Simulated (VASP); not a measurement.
A run of VASP 6.6.1:

Contents of INCAR:

```
SYSTEM = Co
  ALGO = Normal
  EDIFF = 1E-6
  ENCUT = 520
  GGA = PE
  ISIF = 2
  ISMEAR = 0
  LASPH = .True.
  LCHARG = .True.
  LELF = .True.
  LREAL = .False.
  LVHAR = .True.
  LWAVE = .False.
  NBANDS = 16
  NELM = 80
  PREC = Accurate
  SIGMA = 0.15
```

The input KPOINTS:

```
k-points
0
Gamma
  24 24 12
  0 0 0
```

File POSCAR:

```
Co
1.0
    2.3462389646      0.0000000000      0.0000000000
   -1.1731194823      2.0319025467      0.0000000000
    0.0000000000      0.0000000000      3.7945776923
Co
2
Direct
    0.6666666667      0.3333333333      0.2500000000
    0.3333333333      0.6666666667      0.7500000000
```

Potentials or basis: VASP PAW PBE potentials, release 64 (Co).

Launch:

```console
$ cat potpaw_PBE.64/Co/POTCAR > POTCAR
$ mpirun -np 1 vasp_std > vasp.out
```

Hardware: 1 thread of Intel(R) Xeon(R) Platinum 8559C (Emerald Rapids), with other jobs on the host.

**Question.** How long does it take, and how much memory?

**Answer.** It took 53 s on 1 thread of Intel(R) Xeon(R) Platinum 8559C (Emerald Rapids) (shared host), peak memory 0.21 GiB. Counts: scf iterations 12, k points 427.
